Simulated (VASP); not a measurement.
Set up this calculation in VASP 6.6.1, as the native input.

```yaml
Task: single point
Functional: PBE
Potentials_or_basis: VASP PAW PBE potentials, release 64 (Cs_sv, Pb_d, Br)
Cutoff: 520 eV
k_mesh: 4 × 4 × 4
Occupations: fermi-dirac, width 0.02 eV
Spin: no spin polarisation
Dipole_correction: no
Further_INCAR_settings: ALGO = Normal; EDIFF = 1e-06; NBANDS = 30
```

The structure of CsPbBr3 lies in POSCAR:

```
CsPbBr3
1.0
    5.9429613195      0.0000000000      0.0000000000
    0.0000000000      5.9429613195      0.0000000000
    0.0000000000      0.0000000000      5.9429613195
Cs Pb Br
1 1 3
Direct
    0.0000000000      0.0000000000      0.0000000000
    0.5000000000      0.5000000000      0.5000000000
    0.5000000000      0.5000000000      0.0000000000
    0.5000000000      0.0000000000      0.5000000000
    0.0000000000      0.5000000000      0.5000000000
```

These files were run (other wordings do the same):

INCAR

```
PREC = Accurate
ENCUT = 520
EDIFF = 1E-6
ISMEAR = -1
SIGMA = 0.02
LREAL = F
LASPH = T
NELM = 80
ALGO = Normal
ISIF = 2
LWAVE = F
LCHARG = T
GGA = PE
LELF = T
LVHAR = T
NBANDS = 30
```

KPOINTS

```
regular mesh
0
Gamma
  4 4 4
```

Potentials or basis: VASP PAW PBE potentials, release 64 (Cs_sv, Pb_d, Br).

Run with:

```sh
$ cat potpaw_PBE.64/Cs_sv/POTCAR potpaw_PBE.64/Pb_d/POTCAR potpaw_PBE.64/Br/POTCAR > POTCAR
$ mpirun -np 1 vasp_std > vasp.out
```

It gave:

```yaml
Pressure: 0.7 GPa
Band_gap_on_the_k_mesh: 1.67 eV
```

Caveat: spin-orbit coupling is left out, which moves the levels of the heavy elements.

It took 40 s on 1 thread of Intel(R) Xeon(R) Platinum 8488C (Sapphire Rapids), on a shared host, peak memory 0.34 GiB.
